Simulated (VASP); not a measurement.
# Bi (P2/m) in VASP: notebook, part 2 of 2

VASP 6.6.1. The steps go on from the part before.

## Step 3: Single point, PBE

This run uses another cell than the first one, of 33.61 Å³/atom, 1.020 times its volume.

INCAR reads:

```
ALGO = Fast
EDIFF = 1E-6
ENCUT = 520
GGA = PE
ISIF = 2
ISMEAR = -1
LASPH = True
LCHARG = False
LREAL = False
LWAVE = False
NBANDS = 22
NELM = 60
PREC = Accurate
SIGMA = 0.05
```

KPOINTS reads:

```
k-points
0
Gamma
  8 8 4
```

POSCAR reads:

```
Bi
1.0
    3.2383762460      0.0000000000      0.0000000000
    0.0000000000      3.2216433200      0.0000000000
   -0.0804548793      0.0000000000      6.4438887882
Bi
2
Direct
    0.5442472500      0.0000000000      0.7495778900
    0.4557527500      0.0000000000      0.2504221100
```

Potentials or basis: VASP PAW PBE potentials, release 64 (Bi_d).

The run is started by

```sh
> cat potpaw_PBE.64/Bi_d/POTCAR > POTCAR
> mpirun -np 1 vasp_std > vasp.out
```

OUTCAR:

```text
EDIFF = 1E-6
   ENCUT = 520
   GGA = PE
   ISIF = 2
   ISMEAR = -1
   LASPH = True
   LREAL = False
   NELM = 60
   PREC = Accurate

 ion  position               nearest neighbor table
   1  0.544  0.000  0.750-   2 3.23   2 3.24
   2  0.456  0.000  0.250-   1 3.23   1 3.24

  LATTYP: Found a simple monoclinic cell.
 ALAT       =     3.2383762460
 B/A-ratio  =     0.9948329271
 C/A-ratio  =     1.9900068852
 COS(beta)  =    -0.0124844813

  Lattice vectors:

 A1 = (   3.2383762460,   0.0000000000,   0.0000000000)
 A2 = (   0.0000000000,   3.2216433200,   0.0000000000)
 A3 = (  -0.0804548793,   0.0000000000,   6.4438887882)

Analysis of symmetry for initial positions (statically):
=====================================================================
 Subroutine PRICEL returns:
 Original cell was already a primitive cell.

 Routine SETGRP: Setting up the symmetry group for a
 simple monoclinic supercell.

 Subroutine GETGRP returns: Found  4 space group operations
 (whereof  4 operations were pure point group operations)
 out of a pool of  4 trial point group operations.

The static configuration has the point symmetry C_2h.

Analysis of symmetry for dynamics (positions and initial velocities):
=====================================================================
 Subroutine PRICEL returns:
 Original cell was already a primitive cell.

 Routine SETGRP: Setting up the symmetry group for a
 simple monoclinic supercell.

 Subroutine GETGRP returns: Found  4 space group operations
 (whereof  4 operations were pure point group operations)
 out of a pool of  4 trial point group operations.

The dynamic configuration has the point symmetry C_2h.

 Subroutine INISYM returns: Found  4 space group operations
 (whereof  4 operations are pure point group operations),
 and found     1 'primitive' translations

----------------------------------------------------------------------------------------

                                     Primitive cell

  volume of cell :      67.2284

  direct lattice vectors                    reciprocal lattice vectors
     3.238376246  0.000000000  0.000000000     0.308796731  0.000000000  0.003855467
     0.000000000  3.221643320  0.000000000     0.000000000  0.310400594  0.000000000
    -0.080454879  0.000000000  6.443888788     0.000000000  0.000000000  0.155185794

  length of vectors
     3.238376246  3.221643320  6.444391026     0.308820799  0.310400594  0.155185794

  position of ions in fractional coordinates (direct lattice)
     0.544247250  0.000000000  0.749577890
     0.455752750  0.000000000  0.250422110

  ion indices of the primitive-cell ions
   primitive index   ion index
                 1           1
                 2           2

----------------------------------------------------------------------------------------

 KPOINTS: k-points

Automatic generation of k-mesh.
 Grid dimensions read from file:
 generate k-points for:    8    8    4

 Generating k-lattice:

  Cartesian coordinates                     Fractional coordinates (reciprocal lattice)
     0.038599591  0.000000000  0.000481933     0.125000000  0.000000000 -0.000000000
     0.000000000  0.038800074  0.000000000     0.000000000  0.125000000  0.000000000
     0.000000000  0.000000000  0.038796449     0.000000000  0.000000000  0.250000000

  Length of vectors
     0.038602600  0.038800074  0.038796449

  Shift w.r.t. Gamma in fractional coordinates (k-lattice)
     0.000000000  0.000000000  0.000000000

 Subroutine IBZKPT returns following result:
 ===========================================

 Found     90 irreducible k-points:

 Following reciprocal coordinates:
            Coordinates               Weight
  0.000000  0.000000  0.000000      1.000000
  0.125000  0.000000 -0.000000      2.000000
  0.250000  0.000000 -0.000000      2.000000
  0.375000  0.000000  0.000000      2.000000
  0.500000  0.000000 -0.000000      1.000000
  0.000000  0.125000  0.000000      2.000000
[... 16 lines left out ...]
  0.250000  0.500000 -0.000000      2.000000
  0.375000  0.500000  0.000000      2.000000
 [... further k-points ...]
   k-points           NKPTS =     90   k-points in BZ     NKDIM =     90   number of bands    NBANDS=     22
   number of dos      NEDOS =    301   number of ions     NIONS =      2
   total plane-waves  NPLWV =  27648
   dimension x,y,z NGX =    24 NGY =   24 NGZ =   48
   dimension x,y,z NGXF=    48 NGYF=   48 NGZF=   96
   ions per type =               2
   NGX,Y,Z   is equivalent  to a cutoff of  12.32, 12.38, 12.38 a.u.
   NGXF,Y,Z  is equivalent  to a cutoff of  24.64, 24.77, 24.77 a.u.
 SYSTEM =  unknown system
   PREC   = accura    normal or accurate (medium, high low for compatibility)
   ISTART =      0    job   : 0-new  1-cont  2-samecut
   ICHARG =      2    charge: 1-file 2-atom 10-const
   ISPIN  =      1    spin polarized calculation?
   LNONCOLLINEAR =      F non collinear calculations
   LSORBIT =      F    spin-orbit coupling
   LASPH  =      T    aspherical Exc in radial PAW
   ENCUT  =  520.0 eV  38.22 Ry    6.18 a.u.   6.02  5.99 11.98*2*pi/ulx,y,z
   NELM   =     60;   NELMIN=  2; NELMDL= -5     # of ELM steps
   EDIFF  = 0.1E-05   stopping-criterion for ELM
   LREAL  =      F    real-space projection
   EDIFFG = 0.1E-04   stopping-criterion for IOM
   NSW    =      0    number of steps for IOM
   IBRION =     -1    ionic relax: 0-MD 1-quasi-New 2-CG
   NFREE  =      0    steps in history (QN), initial steepest desc. (CG)
   ISIF   =      2    stress and relaxation
   ISYM   =      2    0-nonsym 1-usesym 2-fastsym
   POTIM  = 0.5000    time-step for ionic-motion
   TEBEG  =    0.0;   TEEND  =   0.0 temperature during run
   PSTRESS=    0.0 pullay stress
   NELECT =      30.0000    total number of electrons
   NUPDOWN=      -1.0000    fix difference up-down
   EMIN   =  10.00;   EMAX   =-10.00  energy-range for DOS
   EFERMI =   0.00;   METHOD = LEGACY
   ISMEAR =    -1;   SIGMA  =   0.05  broadening in eV -4-tet -1-fermi 0-gaus
   EFERMI_NEDOS =   21; number of points for ismear=-14 and -15
   IALGO  =     68    algorithm
   IMIX   =      4    mixing-type and parameters
     AMIX     =   0.40;   BMIX     =  1.00
     AMIX_MAG =   1.60;   BMIX_MAG =  1.00
  volume/ion in A,a.u.               =      33.61       226.84
  Fermi-wavevector in a.u.,A,eV,Ry     =   1.251020  2.364085 21.293818  1.565051
  Thomas-Fermi vector in A             =   2.384987
   LORBIT       =      0    0 simple, 1 ext, 2 COOP (PROOUT), +10 PAW based schemes
   GGA     = PE    functional components
   LHFCALC =     F    Hartree Fock is set to
   AEXX    =    0.0000 exact exchange contribution
   IVDW    =     0    specifies the selected vdW correction
   LEPSILON=     F    determine dielectric tensor
   LRPA    =     F    only Hartree local field effects (RPA)
 non-spin polarized calculation
 RMM-DIIS sequential band-by-band and
  energy-cutoff  :      520.00
  volume of cell :       67.23
 maximum number of plane-waves:      1836
   NGX = 13   NGY = 11   NGZ = 23

 number of electron      30.0000014 magnetization

 Free energy of the ion-electron system (eV)
  ---------------------------------------------------
  ext. energy  EPLUGINS =         0.00000000
  ---------------------------------------------------
  free energy    TOTEN  =        -7.65124986 eV

  energy without entropy =       -7.63704135  energy(sigma->0) =       -7.64414560

 E-fermi :   6.8083     XC(G=0):  -9.7909

 val. band max:        6.8025510471   @ k =  -0.3750   0.2500   0.2500
 cond. band min:       6.8143981237   @ k =   0.1250   0.2500   0.2500
 fundamental gap:      0.0118470766
 Fermi energy:         6.8082835172

 k-point     1 :       0.0000    0.0000    0.0000
  band No.  band energies     occupation
      1     -16.1521      2.00000
      2     -16.1422      2.00000
      3     -16.1352      2.00000
      4     -15.8934      2.00000
      5     -15.8927      2.00000
      6     -15.8730      2.00000
[... 14 lines left out ...]
     21      14.9152      0.00000
     22      16.7327      0.00000
[... 552 lines left out ...]
  band No.  band energies     occupation
      1     -16.0049      2.00000
      2     -15.9983      2.00000
      3     -15.9921      2.00000
      4     -15.9793      2.00000
      5     -15.9759      2.00000
      6     -15.8903      2.00000
[... 14 lines left out ...]
     21      12.8999      0.00000
     22      14.2655      0.00000

 [... further k-points ...]

------------------------ aborting loop because EDIFF is reached ----------------------------------------

  FORCE on cell =-STRESS in cart. coord.  units (eV):
  Direction    XX          YY          ZZ          XY          YZ          ZX
  --------------------------------------------------------------------------------------
  -------------------------------------------------------------------------------------
  Total        0.7989801      1.1237394      0.6951775      0.0000000      0.0000000     -0.0491230
  in kB       19.0411756     26.7807917     16.5673667      0.0000000      0.0000000     -1.1706911
  external PRESSURE =      20.7964447 kB  Pullay stress =       0.0000000 kB

 VOLUME and BASIS-vectors are now :
 -----------------------------------------------------------------------------
  energy-cutoff  :      520.00
  volume of cell :       67.23
      direct lattice vectors                 reciprocal lattice vectors
     3.238376246  0.000000000  0.000000000     0.308796731  0.000000000  0.003855467
     0.000000000  3.221643320  0.000000000     0.000000000  0.310400594  0.000000000
    -0.080454879  0.000000000  6.443888788     0.000000000  0.000000000  0.155185794

 POSITION                                       TOTAL-FORCE (eV/Angst)
 -----------------------------------------------------------------------------------
      1.70217      0.00000      4.83020         0.013450      0.000000     -0.010409
      1.45575      0.00000      1.61369        -0.013450     -0.000000      0.010409
 -----------------------------------------------------------------------------------
    total drift:                                0.000000     -0.000000      0.000000

  FREE ENERGIE OF THE ION-ELECTRON SYSTEM (eV)
  ---------------------------------------------------
  free  energy   TOTEN  =        -7.6512498572 eV

  energy  without entropy=       -7.6370413510  energy(sigma->0) =       -7.64414560
```

stdout:

```text
POSCAR found type information on POSCAR Bi
 POSCAR found :  1 types and       2 ions
 scaLAPACK will be used
 LDA part: xc-table for (Slater+PW92), standard interpolation
 POSCAR, INCAR and KPOINTS ok, starting setup
 FFT: planning ... GRIDC
 FFT: planning ... GRID_SOFT
 FFT: planning ... GRID
 WAVECAR not read
 entering main loop
```

Run time: 34 s. Hardware: 1 thread of Intel Xeon 6975P-C (Granite Rapids), shared host; peak memory 0.23 GiB.

What came out:

```yaml
Free_energy: -7.6512 eV
Pressure: 2.1 GPa
Largest_force: 0.017 eV/Å
Band_gap_on_the_k_mesh: zero (band 15 reaches 10.73 eV, above the bottom of band 16 at 4.42 eV)
```

Forces on the atoms (eV/Å):
```
Bi   0.013  0.000 -0.010
Bi  -0.013  0.000  0.010
```

Stress tensor (GPa, compression positive):
```
 1.90  0.00 -0.12
 0.00  2.68  0.00
-0.12  0.00  1.66
```

Levels at points of the mesh, in eV from the Fermi level:
| k point | band 11 | band 12 | band 13 | band 14 | band 15 | band 16 | band 17 | band 18 | band 19 | band 20 |
| --- | --- | --- | --- | --- | --- | --- | --- | --- | --- | --- |
| (0.00, 0.00, 0.00) | -13.22 | -11.25 | -5.04 | 3.23 | 3.28 | 3.30 | 4.84 | 5.25 | 6.55 | 7.96 |
| (0.50, 0.00, 0.00) | -11.27 | -9.39 | -5.00 | -3.21 | -3.07 | 2.40 | 5.23 | 5.50 | 7.21 | 9.84 |
| (0.00, 0.50, 0.00) | -11.24 | -9.29 | -5.05 | -3.14 | -3.12 | 2.74 | 5.19 | 5.24 | 6.91 | 9.78 |
| (0.50, 0.50, 0.00) | -9.31 | -7.39 | -3.16 | -3.08 | -1.42 | -1.39 | -1.25 | 2.77 | 4.98 | 5.31 |
| (0.00, 0.00, 0.50) | -12.46 | -12.44 | -1.81 | -1.78 | 3.92 | 4.01 | 4.11 | 4.13 | 7.66 | 7.73 |
| (0.50, 0.00, 0.50) | -10.55 | -10.51 | -4.32 | -4.29 | 0.19 | 0.28 | 5.39 | 5.44 | 6.06 | 6.10 |
| (0.00, 0.50, 0.50) | -10.50 | -10.47 | -4.28 | -4.26 | 0.21 | 0.25 | 5.45 | 5.45 | 5.92 | 6.02 |
| (0.50, 0.50, 0.50) | -8.59 | -8.55 | -2.43 | -2.41 | -2.40 | -2.39 | 2.16 | 2.26 | 3.46 | 3.49 |

Caveat: spin-orbit coupling is left out, which moves the levels of the heavy elements.
